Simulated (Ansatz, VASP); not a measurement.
# One calculation of SrTlI3, two programs

POSCAR

```
SrTlI3
1.0
    6.3606449253      0.0000000000      0.0000000000
    0.0000000000      6.3606449253      0.0000000000
    0.0000000000      0.0000000000      6.3606449253
Tl Sr I
1 1 3
Direct
    0.0000000000      0.0000000000      0.0000000000
    0.5000000000      0.5000000000      0.5000000000
    0.5000000000      0.5000000000      0.0000000000
    0.5000000000      0.0000000000      0.5000000000
    0.0000000000      0.5000000000      0.5000000000
```

File INCAR.step1:

```
ALGO = Normal
EDIFF = 1E-5
ENCUT = 520
GGA = PE
ISIF = 2
ISMEAR = 0
LASPH = T
LCHARG = F
LREAL = F
LWAVE = T
NBANDS = 30
NELM = 60
PREC = Accurate
SIGMA = 0.01
```

The input INCAR.step2:

```
ALGO = Normal
EDIFF = 1E-6
ENCUT = 520
GGA = PE
HFSCREEN = 0.2079
ISIF = 2
ISMEAR = 0
ISTART = 1
LASPH = T
LCHARG = F
LHFCALC = T
LREAL = F
LWAVE = F
NBANDS = 30
NELM = 60
PREC = Accurate
PRECFOCK = Fast
SIGMA = 0.01
```

The input KPOINTS:

```
k-points
0
Gamma
  2 2 2
```

Input for Ansatz:

```yaml
crystal:
  lattice:
    - [6.3606449253, 0.0, 0.0]
    - [0.0, 6.3606449253, 0.0]
    - [0.0, 0.0, 6.3606449253]
  atoms:
    - { symbol: Tl, position: [0.0, 0.0, 0.0] }
    - { symbol: Sr, position: [0.5, 0.5, 0.5] }
    - { symbol: I, position: [0.5, 0.5, 0.0] }
    - { symbol: I, position: [0.5, 0.0, 0.5] }
    - { symbol: I, position: [0.0, 0.5, 0.5] }
kpoints:
  mp_grid: { grid: [2, 2, 2] }
hamiltonian:
  xc: hse06
scf:
  occupations: { method: fixed }
  n_extra_bands: 5
output:
  forces: true
  stress: true
  eigenvalues: true
  write_density: true
  write_potential: true
  elf: true
  volumetric_format: npy
```

Alike in both runs: task single point; functional HSE06; k mesh 2 × 2 × 2; no spin polarisation.

|  | VASP | Ansatz |
| --- | --- | --- |
| version | VASP 6.6.1 | Ansatz 0.2.0 |
| potentials or method | VASP PAW PBE potentials, release 64 (Tl_d, Sr_sv, I) | plane waves, PAW |
| plane-wave cutoff (eV) | 520 | 420 |
| occupations | gaussian, width 0.01 eV | fixed |
| valence electrons in the cell | 44 | 74 |

```tsv
	VASP	Ansatz	Ansatz less VASP
gap on the k mesh at the Fermi level (eV)	3.42	3.41	-0.012
pressure (GPa)	0.4	0.4	0.00
```

VASP's potentials hold 44 valence electrons a cell and Ansatz's 74, so a difference there can come from the potentials and not from the codes. Ansatz's warnings: stress exchange threshold loose, stress scf threshold loose.

The k mesh is coarse, so the values compare programs but aren't converged. Neither program's run includes spin-orbit coupling.
